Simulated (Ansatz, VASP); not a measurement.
Two plane-wave programs on C

```
CELL_PARAMETERS angstrom
0.00000 1.95103 1.72334
1.68316 0.00000 1.72334
1.68316 1.95103 0.00000
ATOMIC_POSITIONS crystal
C 0.50000 0.50000 0.50000
C 0.75000 0.75000 0.75000
```

Change from the starting cell: strain +e along x and -e along y -0.0750, strain +e along z and -e/2 along x and y -0.0350.

Alike in both runs: task single point; functional PBE; k mesh 12 × 12 × 12; occupations gaussian, width 0.05 eV; no spin polarisation.

|  | VASP | Ansatz |
| --- | --- | --- |
| version | VASP 6.6.1 | Ansatz 0.2.0 |
| potentials or method | VASP PAW PBE potentials, release 64 (C), cutoff 520 eV | scalar-relativistic, plane waves, PAW |
| valence electrons in the cell | 8 | 8 |

VASP gave:

```
gap on the k mesh at the Fermi level (eV)                     : 2.04
least direct gap on the mesh (eV)                             : 4.15
pressure (GPa)                                                : 4.1
traceless stress, the component that is largest in VASP (GPa) : -95.27
```

Q: What did Ansatz give for the same quantities?

A: gap on the k mesh at the Fermi level (eV): 2.05; least direct gap on the mesh (eV): 4.16; pressure (GPa): 3.5; traceless stress, the component that is largest in VASP (GPa): -95.27.
